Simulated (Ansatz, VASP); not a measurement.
Given: the input of a run of Ansatz 0.2.0 on ZnO.

File input.yaml:

```yaml
crystal:
  lattice:
    - [3.1829769797, 0.0, 0.0]
    - [-1.5914884899, 2.7565389241, 0.0]
    - [0.0, 0.0, 5.0994402224]
  atoms:
    - { symbol: Zn, position: [0.6666666667, 0.3333333333, 0.0] }
    - { symbol: Zn, position: [0.3333333333, 0.6666666667, 0.5] }
    - { symbol: O, position: [0.3333333333, 0.6666666667, 0.87901] }
    - { symbol: O, position: [0.6666666667, 0.3333333333, 0.37901] }
kpoints:
  mp_grid: { grid: [9, 9, 5] }
scf:
  occupations: { method: fermi_dirac, width: 0.05 }
hamiltonian:
  xc: lda
  pseudopotentials: { kind: all_electron, lapw: { basis_error: 0.002 } }
output:
  forces: true
  stress: true
  eigenvalues: true
```

Potentials or basis: all-electron LAPW, scalar-relativistic.

Command:

```bash
$ ansatz run input.yaml --threads 2 --pin off --max-ram 6144MiB --backend cpu --events-out ev --progress --plain --runs-dir out
```

Problem. Set up the same calculation for VASP 6.6.1. Potentials there: VASP PAW LDA potentials, release 64 (Zn, O).

Solution. As run (the cutoff follows the program's own potentials):

File INCAR:

```
SYSTEM = ZnO
PREC = Accurate ; ENCUT = 520
EDIFF = 1E-7 ; ISMEAR = -1
SIGMA = 0.05 ; LREAL = .FALSE.
LASPH = .TRUE. ; NELM = 100
ALGO = Normal ; ISIF = 2
LWAVE = .FALSE. ; LCHARG = .FALSE.
NBANDS = 26
```

KPOINTS

```
Automatic mesh
0
G
  9 9 5
  0 0 0
```

The input POSCAR:

```
ZnO
1.0
    3.1829769797      0.0000000000      0.0000000000
   -1.5914884899      2.7565389241      0.0000000000
    0.0000000000      0.0000000000      5.0994402224
Zn O
2 2
Direct
    0.6666666667      0.3333333333      0.0000000000
    0.3333333333      0.6666666667      0.5000000000
    0.3333333333      0.6666666667      0.8790100000
    0.6666666667      0.3333333333      0.3790100000
```

Potentials or basis: VASP PAW LDA potentials, release 64 (Zn, O).

Launch:

```sh
$ cat potpaw_LDA.64/Zn/POTCAR potpaw_LDA.64/O/POTCAR > POTCAR
$ mpirun -np 1 vasp_std > vasp.out
```

Both were run:

|  | VASP | Ansatz | Ansatz less VASP |
| --- | --- | --- | --- |
| gap on the k mesh at the Fermi level (eV) | 0.84 | 0.85 | +0.004 |
| least direct gap on the mesh (eV) | 0.84 | 0.85 | +0.004 |
| pressure (GPa) | 3.5 | 2.2 | -1.33 |
| traceless stress, the component that is largest in VASP (GPa) | 1.44 | 1.40 | -0.041 |
| rms of the force components (eV/Å) | 0.045 | 0.043 | -0.0024 |

LDA's correlation is that of Perdew and Zunger in VASP and of Perdew and Wang (1992) in Ansatz. Atom by atom the forces differ by 0.002 eV/Å (rms over components). Ansatz ran all-electron here, and VASP with PAW potentials.
